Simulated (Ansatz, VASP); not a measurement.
Two plane-wave programs on Nb

```
Nb
1.0
     0.00000    6.61715    6.61715
     6.61715    0.00000    6.61715
     6.61715    6.61715    0.00000
Nb
32
Direct
  0.00000 0.00000 0.00000
  0.12500 0.12500 0.12500
  0.25000 0.25000 0.25000
  0.37500 0.37500 0.37500
  0.00000 0.00000 0.50000
  0.12500 0.12500 0.62500
  0.25000 0.25000 0.75000
  0.37500 0.37500 0.87500
  0.00000 0.50000 0.00000
  0.12500 0.62500 0.12500
  0.25000 0.75000 0.25000
  0.37500 0.87500 0.37500
  0.00000 0.50000 0.50000
  0.12500 0.62500 0.62500
  0.25000 0.75000 0.75000
  0.37500 0.87500 0.87500
  0.50000 0.00000 0.00000
  0.62500 0.12500 0.12500
  0.75000 0.25000 0.25000
  0.87500 0.37500 0.37500
  0.50000 0.00000 0.50000
  0.62500 0.12500 0.62500
  0.75000 0.25000 0.75000
  0.87500 0.37500 0.87500
  0.50000 0.50000 0.00000
  0.62500 0.62500 0.12500
  0.75000 0.75000 0.25000
  0.87500 0.87500 0.37500
  0.50000 0.50000 0.50000
  0.62500 0.62500 0.62500
  0.75000 0.75000 0.75000
  0.87500 0.87500 0.87500
```

Alike in both runs: task single point; functional PBE; k mesh 3 × 3 × 3; occupations methfessel-paxton of order 1, width 0.1 eV; no spin polarisation.

|  | VASP | Ansatz |
| --- | --- | --- |
| version | VASP 6.6.1 | Ansatz 0.2.0 |
| potentials or method | VASP PAW PBE potentials, release 64 (Nb_sv), cutoff 520 eV | plane-wave PAW DFT |
| valence electrons in the cell | 416 | 416 |

Ansatz gave:

| Item | Value |
| --- | --- |
| pressure (GPa) | -0.5 |

Q: Which values does VASP return?

A: Pressure (GPa): -0.8.

With one functional, cell and mesh, what is left measures potentials, basis and numerics.
